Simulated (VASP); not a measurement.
Input of a VASP 6.6.1 run:

The input INCAR:

```
ALGO = Normal
EDIFF = 1E-7
EDIFFG = -0.03
ENCUT = 520
GGA = PS
GGA_COMPAT = F
IBRION = 2
ISIF = 2
ISMEAR = -1
ISYM = -1
KPAR = 1
LASPH = T
LCHARG = F
LREAL = Auto
LWAVE = F
NELECT = 514.0
NELM = 120
NELMIN = 4
NSW = 100
PREC = Accurate
SIGMA = 0.05
```

The input KPOINTS:

```
explicit points
1
Reciprocal
  0.25000000   0.25000000   0.25000000 1
```

POSCAR

```
C127N
1.0
    0.0000000000      7.1076060000      7.1076060000
    7.1076060000      0.0000000000      7.1076060000
    7.1076060000      7.1076060000      0.0000000000
C N
127 1
Direct
    0.0023820000      0.0024050000      0.9966350000
    0.5008520000      0.0047620000      0.9965170000
    0.0009710000      0.4981110000      0.9998220000
    0.0001060000      0.9973860000      0.5010060000
    0.2478810000      0.2530360000      0.2512090000
    0.4987310000      0.4992600000      0.9978210000
[... 120 lines left out ...]
    0.5651330000      0.8111060000      0.8118710000
    0.4997310000      0.5020630000      0.4957420000
```

Potentials or basis: VASP PAW PBE potentials, release 64 (C, N).

Launch:

```bash
$ cat potpaw_PBE.64/C/POTCAR potpaw_PBE.64/N/POTCAR > POTCAR
$ mpirun -np 4 vasp_std > vasp.out
```

Q: What does it give for the energy gained by relaxing?

A: 39.3 meV/atom.

Step by step:
```
step  energy change (eV)  largest force (eV/Å)  pressure (GPa)
   1              0.0000                3.5165            6.72
   2              7.0226                6.3041           10.03
   3             -3.5179                1.1868            6.07
   4             -3.7312                0.8188            6.42
   5             -3.8697                0.5628            6.26
   6             -3.9330                0.5642            6.40
   7             -3.9542                0.5539            6.36
   8             -3.9998                0.7674            6.40
   9             -4.0050                0.9847            6.41
  10             -4.0278                1.2453            6.40
  11             -4.1144                2.0013            6.37
  12             -4.2884                2.6226            6.27
  13             -3.9460                3.0925            6.52
  14             -4.3153                2.4627            6.27
  15             -4.3374                2.3913            6.27
  16             -4.3828                2.2294            6.28
  17             -4.3574                2.1297            6.36
  18             -4.3928                2.0761            6.30
  19             -4.4313                1.9856            6.29
  20             -4.5369                1.7157            6.26
  21             -4.7026                1.2305            6.22
  22             -4.8454                0.7397            6.21
  23             -4.8974                0.6829            6.23
  24             -4.9791                0.5685            6.29
  25             -4.9821                0.5509            6.30
  26             -5.0049                0.3557            6.30
  27             -5.0195                0.2130            6.28
  28             -5.0284                0.1360            6.28
  29             -5.0317                0.1306            6.28
  30             -5.0348                0.0730            6.28
  31             -5.0357                0.0608            6.28
  32             -5.0367                0.0287            6.28
```

Caveat: the cell carries a net charge on a neutralising background, which shifts energy and pressure; the cell is charged against a uniform background, so pressure and absolute levels hang on convention; the PAW data sets were made with another functional, which shifts forces and pressure a little.
